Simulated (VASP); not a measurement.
Crystal: BaTe.

```xyz
2
Lattice="0.0000 3.4100 3.4100 3.4100 0.0000 3.4100 3.4100 3.4100 0.0000" Properties=species:S:1:pos:R:3 pbc="T T T"
Ba    0.0000    0.0000    0.0000
Te    3.4100    3.4100    3.4100
```

```yaml
Program: VASP 6.6.1
Task: relaxation of cell and atoms
Functional: LDA
Potentials_or_basis: VASP PAW LDA potentials, release 64 (Ba_sv, Te)
Cutoff: 600 eV
k_mesh: 8 × 8 × 8
Occupations: fermi-dirac, width 0.02 eV
Spin: no spin polarisation
```

At the start: pressure 1.2 GPa; volume 39.65 Å³/atom.

Q: How do energy, volume and symmetry change on relaxing?

A: Over 3 steps the energy falls by 5.0 meV/atom and the volume is 40.98 Å³/atom (+3.3 %); space group Fm-3m (No. 225, to 0.1 Å) before and after.

The path:
| step | energy change (eV) | largest force (eV/Å) | pressure (GPa) | volume (Å³) |
| --- | --- | --- | --- | --- |
| 1 | 0.0000 | 0.0000 | 1.24 | 79.30 |
| 2 | -0.0088 | 0.0000 | -0.38 | 82.87 |
| 3 | -0.0099 | 0.0000 | 0.00 | 81.95 |

Final structure:
```xyz
2
Lattice="0.0000 3.4476 3.4476 3.4476 0.0000 3.4476 3.4476 3.4476 0.0000" Properties=species:S:1:pos:R:3 pbc="T T T"
Ba    0.0000    0.0000    0.0000
Te    3.4476    3.4476    3.4476
```
